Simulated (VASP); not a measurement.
# Si (Fm-3m) in VASP: further runs, part 2 of 2

VASP 6.6.1. The steps go on from the part before.

### 4 Single point, revPBE (volume scaled by 0.92)

INCAR

```
SYSTEM = Si
ALGO     = Normal         ! electronic algorithm
EDIFF    = 1E-6           ! SCF threshold, eV
ENCUT    = 500            ! plane-wave cutoff, eV
GGA      = RE             ! functional
GGA_COMPAT= .False.      
ISIF     = 2              ! what is computed and relaxed
ISMEAR   = -1             ! smearing method
LASPH    = .True.         ! aspherical terms in the spheres
LCHARG   = .True.         ! write CHGCAR
LELF     = .True.         ! ELF
LREAL    = .False.        ! projectors in reciprocal space
LVHAR    = .True.       
LWAVE    = .False.        ! write WAVECAR
NBANDS   = 8              ! bands
NELM     = 120            ! most SCF steps
PREC     = Accurate       ! precision mode
SIGMA    = 0.1            ! smearing width, eV
```

KPOINTS

```
k-points
0
Gamma
  16 16 16
  0 0 0
```

POSCAR

```
Si
1.0
    0.0000000000      1.8854904739      1.8854904739
    1.8854904739      0.0000000000      1.8854904739
    1.8854904739      1.8854904739      0.0000000000
Si
1
Direct
    0.0000000000      0.0000000000      0.0000000000
```

Potentials or basis: VASP PAW PBE potentials, release 64 (Si).

Run with:

```bash
> cat potpaw_PBE.64/Si/POTCAR > POTCAR
> mpirun -np 1 vasp_std > vasp.out
```

OUTCAR:

```text
SYSTEM = Si
   EDIFF = 1E-6
   ENCUT = 500
   GGA = RE
   ISIF = 2
   ISMEAR = -1
   LASPH = .True.
   LREAL = .False.
   NELM = 120
   PREC = Accurate

 ion  position               nearest neighbor table
   1  0.000  0.000  0.000-

  LATTYP: Found a face centered cubic cell.
 ALAT       =     3.7709809478

  Lattice vectors:

 A1 = (   0.0000000000,   1.8854904739,   1.8854904739)
 A2 = (   1.8854904739,   0.0000000000,   1.8854904739)
 A3 = (   1.8854904739,   1.8854904739,   0.0000000000)

Analysis of symmetry for initial positions (statically):
=====================================================================
 Subroutine PRICEL returns:
 Original cell was already a primitive cell.

 Routine SETGRP: Setting up the symmetry group for a
 face centered cubic supercell.

 Subroutine GETGRP returns: Found 48 space group operations
 (whereof 48 operations were pure point group operations)
 out of a pool of 48 trial point group operations.

The static configuration has the point symmetry O_h .

Analysis of symmetry for dynamics (positions and initial velocities):
=====================================================================
 Subroutine PRICEL returns:
 Original cell was already a primitive cell.

 Routine SETGRP: Setting up the symmetry group for a
 face centered cubic supercell.

 Subroutine GETGRP returns: Found 48 space group operations
 (whereof 48 operations were pure point group operations)
 out of a pool of 48 trial point group operations.

The dynamic configuration has the point symmetry O_h .

 Subroutine INISYM returns: Found 48 space group operations
 (whereof 48 operations are pure point group operations),
 and found     1 'primitive' translations

----------------------------------------------------------------------------------------

                                     Primitive cell

  volume of cell :      13.4061

[... 100 lines left out ...]
   EFERMI =   0.00;   METHOD = LEGACY
   ISMEAR =    -1;   SIGMA  =   0.10  broadening in eV -4-tet -1-fermi 0-gaus
   EFERMI_NEDOS =   21; number of points for ismear=-14 and -15
   IALGO  =     38    algorithm
   IMIX   =      4    mixing-type and parameters
     AMIX     =   0.40;   BMIX     =  1.00
     AMIX_MAG =   1.60;   BMIX_MAG =  1.00
  volume/ion in A,a.u.               =      13.41        90.47
  Fermi-wavevector in a.u.,A,eV,Ry     =   1.093941  2.067248 16.282180  1.196706
  Thomas-Fermi vector in A             =   2.230236
   LORBIT       =      0    0 simple, 1 ext, 2 COOP (PROOUT), +10 PAW based schemes
   GGA     = RE    functional components
   LHFCALC =     F    Hartree Fock is set to
   AEXX    =    0.0000 exact exchange contribution
   IVDW    =     0    specifies the selected vdW correction
   LEPSILON=     F    determine dielectric tensor
   LRPA    =     F    only Hartree local field effects (RPA)
 non-spin polarized calculation
  energy-cutoff  :      500.00
  volume of cell :       13.41
 maximum number of plane-waves:       360
   NGX =  9   NGY =  9   NGZ =  9

 number of electron       4.0000000 magnetization

 Free energy of the ion-electron system (eV)
  ---------------------------------------------------
  ext. energy  EPLUGINS =         0.00000000
  ---------------------------------------------------
  free energy    TOTEN  =        -4.63502351 eV

  energy without entropy =       -4.62028983  energy(sigma->0) =       -4.62765667

 E-fermi :  11.3125     XC(G=0): -11.4994

 val. band max:       11.2888435341   @ k =  -0.2500   0.1250   0.0000
 cond. band min:      11.4213699325   @ k =  -0.4375   0.3125   0.0625
 fundamental gap:      0.1325263984
 Fermi energy:        11.3124889762

 k-point     1 :       0.0000    0.0000    0.0000
  band No.  band energies     occupation
      1      -3.9122      2.00000
      2      23.4459      0.00000
      3      23.4459      0.00000
      4      23.4459      0.00000
      5      23.4501      0.00000
      6      23.4501      0.00000
      7      23.4501      0.00000
      8      28.9613      0.00000
[... 243 lines left out ...]
 k-point    24 :      -0.0625    0.0625    0.0000
  band No.  band energies     occupation
      1      -3.5926      2.00000
      2      19.8763      0.00000
      3      20.3018      0.00000
      4      23.5483      0.00000
      5      23.7598      0.00000
      6      25.3756      0.00000
      7      26.1270      0.00000
      8      28.7782      0.00000

 [... further k-points ...]
[... 5 lines left out ...]
  --------------------------------------------------------------------------------------
  -------------------------------------------------------------------------------------
  Total        0.6851523      0.6851523      0.6851523      0.0000000      0.0000000      0.0000000
  in kB       81.8831733     81.8831733     81.8831733      0.0000000      0.0000000      0.0000000
  external PRESSURE =      81.8831733 kB  Pullay stress =       0.0000000 kB

 VOLUME and BASIS-vectors are now :
 -----------------------------------------------------------------------------
  energy-cutoff  :      500.00
  volume of cell :       13.41
      direct lattice vectors                 reciprocal lattice vectors
     0.000000000  1.885490474  1.885490474    -0.265182989  0.265182989  0.265182989
     1.885490474  0.000000000  1.885490474     0.265182989 -0.265182989  0.265182989
     1.885490474  1.885490474  0.000000000     0.265182989  0.265182989 -0.265182989

 POSITION                                       TOTAL-FORCE (eV/Angst)
 -----------------------------------------------------------------------------------
      0.00000      0.00000      0.00000         0.000000      0.000000      0.000000
 -----------------------------------------------------------------------------------
    total drift:                                0.000000      0.000000     -0.000000

  FREE ENERGIE OF THE ION-ELECTRON SYSTEM (eV)
  ---------------------------------------------------
  free  energy   TOTEN  =        -4.6350235134 eV

  energy  without entropy=       -4.6202898307  energy(sigma->0) =       -4.62765667
```

OSZICAR:

```text
N       E                     dE             d eps       ncg     rms          rms(c)
DAV:   1    -0.238066175352E+01   -0.23807E+01   -0.17796E+03  2520   0.372E+02
DAV:   2    -0.464961033220E+01   -0.22689E+01   -0.21867E+01  3408   0.296E+01
DAV:   3    -0.466152047679E+01   -0.11910E-01   -0.11907E-01  2616   0.217E+00
DAV:   4    -0.466152871740E+01   -0.82406E-05   -0.82409E-05  3864   0.643E-02
DAV:   5    -0.466152872019E+01   -0.27936E-08   -0.16013E-08  2696   0.531E-04    0.359E+00
DAV:   6    -0.464491807828E+01    0.16611E-01   -0.41528E-03  2784   0.290E-01    0.197E+00
DAV:   7    -0.463508069113E+01    0.98374E-02   -0.86869E-03  2760   0.420E-01    0.176E-01
DAV:   8    -0.463502382091E+01    0.56870E-04   -0.38173E-05  3536   0.467E-02    0.106E-02
DAV:   9    -0.463502351339E+01    0.30752E-06   -0.81853E-07  3040   0.487E-03
   1 F= -.46350235E+01 E0= -.46276567E+01  d E =-.147337E-01
```

Run time: 18 s. Hardware: 1 thread of Intel Xeon 8259CL, shared host; peak memory 0.13 GiB.

Results:

* Free energy: -4.6350 eV
* Pressure: 8.2 GPa
* Band gap on the k mesh: zero (band 2 reaches 23.45 eV, above the bottom of band 3 at 8.01 eV)

Caveat: the PAW data sets were made with another functional, which shifts forces and pressure a little.

### 5 Single point, revPBE (volume scaled by 0.96)

INCAR

```
SYSTEM = Si
PREC = Accurate
ENCUT = 500
EDIFF = 1E-6
ISMEAR = -1
SIGMA = 0.1
LREAL = .FALSE.
LASPH = .TRUE.
NELM = 120
ALGO = Normal
ISIF = 2
LWAVE = .FALSE.
LCHARG = .TRUE.
GGA = RE
LELF = .TRUE.
LVHAR = .TRUE.
NBANDS = 8
GGA_COMPAT = .FALSE.
```

KPOINTS

```
regular mesh
0
G
  16 16 16
  0 0 0
```

POSCAR

```
Si
1.0
    0.0000000000      1.9124296917      1.9124296917
    1.9124296917      0.0000000000      1.9124296917
    1.9124296917      1.9124296917      0.0000000000
Si
1
Direct
    0.0000000000      0.0000000000      0.0000000000
```

Potentials or basis: VASP PAW PBE potentials, release 64 (Si).

Run with:

```bash
> cat potpaw_PBE.64/Si/POTCAR > POTCAR
> mpirun -np 1 vasp_std > vasp.out
```

OUTCAR:

```text
SYSTEM = Si
   PREC = Accurate
   ENCUT = 500
   EDIFF = 1E-6
   ISMEAR = -1
   LREAL = .FALSE.
   LASPH = .TRUE.
   NELM = 120
   ISIF = 2
   GGA = RE

 ion  position               nearest neighbor table
   1  0.000  0.000  0.000-

  LATTYP: Found a face centered cubic cell.
 ALAT       =     3.8248593834

  Lattice vectors:

 A1 = (   0.0000000000,   1.9124296917,   1.9124296917)
 A2 = (   1.9124296917,   0.0000000000,   1.9124296917)
 A3 = (   1.9124296917,   1.9124296917,   0.0000000000)

Analysis of symmetry for initial positions (statically):
=====================================================================
 Subroutine PRICEL returns:
 Original cell was already a primitive cell.

 Routine SETGRP: Setting up the symmetry group for a
 face centered cubic supercell.

 Subroutine GETGRP returns: Found 48 space group operations
 (whereof 48 operations were pure point group operations)
 out of a pool of 48 trial point group operations.

The static configuration has the point symmetry O_h .

Analysis of symmetry for dynamics (positions and initial velocities):
=====================================================================
 Subroutine PRICEL returns:
 Original cell was already a primitive cell.

 Routine SETGRP: Setting up the symmetry group for a
 face centered cubic supercell.

 Subroutine GETGRP returns: Found 48 space group operations
 (whereof 48 operations were pure point group operations)
 out of a pool of 48 trial point group operations.

The dynamic configuration has the point symmetry O_h .

 Subroutine INISYM returns: Found 48 space group operations
 (whereof 48 operations are pure point group operations),
 and found     1 'primitive' translations

----------------------------------------------------------------------------------------

                                     Primitive cell

  volume of cell :      13.9890

[... 100 lines left out ...]
   EFERMI =   0.00;   METHOD = LEGACY
   ISMEAR =    -1;   SIGMA  =   0.10  broadening in eV -4-tet -1-fermi 0-gaus
   EFERMI_NEDOS =   21; number of points for ismear=-14 and -15
   IALGO  =     38    algorithm
   IMIX   =      4    mixing-type and parameters
     AMIX     =   0.40;   BMIX     =  1.00
     AMIX_MAG =   1.60;   BMIX_MAG =  1.00
  volume/ion in A,a.u.               =      13.99        94.40
  Fermi-wavevector in a.u.,A,eV,Ry     =   1.078531  2.038128 15.826697  1.163229
  Thomas-Fermi vector in A             =   2.214472
   LORBIT       =      0    0 simple, 1 ext, 2 COOP (PROOUT), +10 PAW based schemes
   GGA     = RE    functional components
   LHFCALC =     F    Hartree Fock is set to
   AEXX    =    0.0000 exact exchange contribution
   IVDW    =     0    specifies the selected vdW correction
   LEPSILON=     F    determine dielectric tensor
   LRPA    =     F    only Hartree local field effects (RPA)
 non-spin polarized calculation
  energy-cutoff  :      500.00
  volume of cell :       13.99
 maximum number of plane-waves:       366
   NGX =  9   NGY =  9   NGZ =  9

 number of electron       4.0000000 magnetization

 Free energy of the ion-electron system (eV)
  ---------------------------------------------------
  ext. energy  EPLUGINS =         0.00000000
  ---------------------------------------------------
  free energy    TOTEN  =        -4.65630583 eV

  energy without entropy =       -4.64132024  energy(sigma->0) =       -4.64881303

 E-fermi :  10.7215     XC(G=0): -11.3251

 val. band max:       10.7121902909   @ k =  -0.2500   0.1250   0.0000
 cond. band min:      10.8022294575   @ k =  -0.4375   0.3125   0.0625
 fundamental gap:      0.0900391666
 Fermi energy:        10.7214845253

 k-point     1 :       0.0000    0.0000    0.0000
  band No.  band energies     occupation
      1      -4.0905      2.00000
      2      22.3124      0.00000
      3      22.3124      0.00000
      4      22.3124      0.00000
      5      22.6933      0.00000
      6      22.6933      0.00000
      7      22.6933      0.00000
      8      28.1062      0.00000
[... 243 lines left out ...]
 k-point    24 :      -0.0625    0.0625    0.0000
  band No.  band energies     occupation
      1      -3.7800      2.00000
      2      19.0841      0.00000
      3      19.4105      0.00000
      4      22.3998      0.00000
      5      22.9938      0.00000
      6      24.3489      0.00000
      7      25.1255      0.00000
      8      27.8539      0.00000

 [... further k-points ...]
[... 5 lines left out ...]
  --------------------------------------------------------------------------------------
  -------------------------------------------------------------------------------------
  Total        0.3163619      0.3163619      0.3163619      0.0000000      0.0000000      0.0000000
  in kB       36.2333319     36.2333319     36.2333319      0.0000000      0.0000000      0.0000000
  external PRESSURE =      36.2333319 kB  Pullay stress =       0.0000000 kB

 VOLUME and BASIS-vectors are now :
 -----------------------------------------------------------------------------
  energy-cutoff  :      500.00
  volume of cell :       13.99
      direct lattice vectors                 reciprocal lattice vectors
     0.000000000  1.912429692  1.912429692    -0.261447520  0.261447520  0.261447520
     1.912429692  0.000000000  1.912429692     0.261447520 -0.261447520  0.261447520
     1.912429692  1.912429692  0.000000000     0.261447520  0.261447520 -0.261447520

 POSITION                                       TOTAL-FORCE (eV/Angst)
 -----------------------------------------------------------------------------------
      0.00000      0.00000      0.00000         0.000000      0.000000      0.000000
 -----------------------------------------------------------------------------------
    total drift:                                0.000000      0.000000     -0.000000

  FREE ENERGIE OF THE ION-ELECTRON SYSTEM (eV)
  ---------------------------------------------------
  free  energy   TOTEN  =        -4.6563058323 eV

  energy  without entropy=       -4.6413202373  energy(sigma->0) =       -4.64881303
```

OSZICAR:

```text
N       E                     dE             d eps       ncg     rms          rms(c)
DAV:   1    -0.240953605448E+01   -0.24095E+01   -0.18732E+03  2520   0.378E+02
DAV:   2    -0.466988649025E+01   -0.22604E+01   -0.22037E+01  3472   0.294E+01
DAV:   3    -0.468101182390E+01   -0.11125E-01   -0.11114E-01  2824   0.218E+00
DAV:   4    -0.468102104848E+01   -0.92246E-05   -0.92247E-05  3800   0.647E-02
DAV:   5    -0.468102104849E+01   -0.66649E-11   -0.10661E-08  2808   0.398E-04    0.332E+00
DAV:   6    -0.466548261522E+01    0.15538E-01   -0.42243E-03  2696   0.290E-01    0.182E+00
DAV:   7    -0.465635536991E+01    0.91272E-02   -0.87537E-03  2728   0.417E-01    0.170E-01
DAV:   8    -0.465630603271E+01    0.49337E-04   -0.38874E-05  3512   0.475E-02    0.110E-02
DAV:   9    -0.465630583231E+01    0.20039E-06   -0.76456E-07  2952   0.470E-03
   1 F= -.46563058E+01 E0= -.46488130E+01  d E =-.149856E-01
```

stdout:

```text
POSCAR found type information on POSCAR Si
 POSCAR found :  1 types and       1 ions
 scaLAPACK will be used
 -----------------------------------------------------------------------------
|                                                                             |
|                                                                             |
|     You enforced a specific xc type in the INCAR file but a different       |
|     I HOPE YOU KNOW WHAT YOU ARE DOING!                                     |
|                                                                             |
 -----------------------------------------------------------------------------

 LDA part: xc-table for (Slater+PW92), standard interpolation
 POSCAR, INCAR and KPOINTS ok, starting setup
 FFT: planning ... GRIDC
 FFT: planning ... GRID_SOFT
 FFT: planning ... GRID
 WAVECAR not read
 entering main loop
```

It took 19 s on 1 thread of Intel Xeon 8259CL, shared host; peak memory 0.13 GiB.

What came out:

```
Free energy            : -4.6563 eV
Pressure               : 3.6 GPa
Band gap on the k mesh : zero (band 2 reaches 22.31 eV, above the bottom of band 3 at 7.51 eV)
```

Levels at points of the mesh, in eV from the Fermi level:
```
           k point  band 1  band 2  band 3  band 4  band 5
(0.00, 0.00, 0.00)  -14.81   11.59   11.59   11.59   11.97
(0.50, 0.00, 0.00)   -7.73   -7.22    8.89    8.89   10.86
(0.50, 0.50, 0.00)   -5.57   -4.55    3.27    3.27    4.25
```

Caveat: the PAW data sets were made with another functional, which shifts forces and pressure a little.

### 6 Single point, revPBE

INCAR

```
PREC = Accurate ; ENCUT = 500
EDIFF = 1E-6 ; ISMEAR = -1
SIGMA = 0.1 ; LREAL = False
LASPH = True ; NELM = 120
ALGO = Normal ; ISIF = 2
LWAVE = False ; LCHARG = True
GGA = RE ; LELF = True
LVHAR = True ; NBANDS = 8
GGA_COMPAT = False
```

KPOINTS

```
regular mesh
0
Gamma
  16 16 16
```

POSCAR

```
Si
1.0
    0.0000000000      1.9386306146      1.9386306146
    1.9386306146      0.0000000000      1.9386306146
    1.9386306146      1.9386306146      0.0000000000
Si
1
Direct
    0.0000000000      0.0000000000      0.0000000000
```

Potentials or basis: VASP PAW PBE potentials, release 64 (Si).

Run with:

```bash
> cat potpaw_PBE.64/Si/POTCAR > POTCAR
> mpirun -np 1 vasp_std > vasp.out
```

Run time: 19 s. Hardware: 1 thread of Intel Xeon 8259CL, shared host; peak memory 0.12 GiB.

The run converged. Its results:

- Free energy: -4.6625 eV
- Pressure: -0.1 GPa
- Band gap on the k mesh: zero (band 2 reaches 21.26 eV, above the bottom of band 3 at 7.07 eV)

Levels at points of the mesh, in eV from the Fermi level:
| k point | band 1 | band 2 | band 3 | band 4 | band 5 |
| --- | --- | --- | --- | --- | --- |
| (0.00, 0.00, 0.00) | -14.43 | 11.09 | 11.09 | 11.09 | 11.82 |
| (0.50, 0.00, 0.00) | -7.61 | -6.96 | 8.51 | 8.51 | 10.75 |
| (0.50, 0.50, 0.00) | -5.37 | -4.53 | 3.15 | 3.15 | 4.33 |

Caveat: the PAW data sets were made with another functional, which shifts forces and pressure a little.

### 7 Summary

| cell | k mesh | gap on the mesh (eV) | pressure (GPa) |
| --- | --- | --- | --- |
| a = 2.742 Å, angles 60.0°, 1 atom | 14 × 14 × 14 | none | -0.3 |
| a = 2.627 Å, angles 60.0°, 1 atom | 16 × 16 × 16 | none | 13.7 |
| a = 2.666 Å, angles 60.0°, 1 atom | 16 × 16 × 16 | none | 8.2 |
| a = 2.705 Å, angles 60.0°, 1 atom | 16 × 16 × 16 | none | 3.6 |
| a = 2.742 Å, angles 60.0°, 1 atom | 16 × 16 × 16 | none | -0.1 |

Alike in all rows: task single point; level revPBE; potentials or basis VASP PAW PBE potentials, release 64 (Si); no spin polarisation; cutoff (eV) 500; smearing fermi-dirac 0.1 eV.

Caveats: the PAW data sets were made with another functional, which shifts forces and pressure a little.

Absolute energies hang on the potentials; compare differences alone.
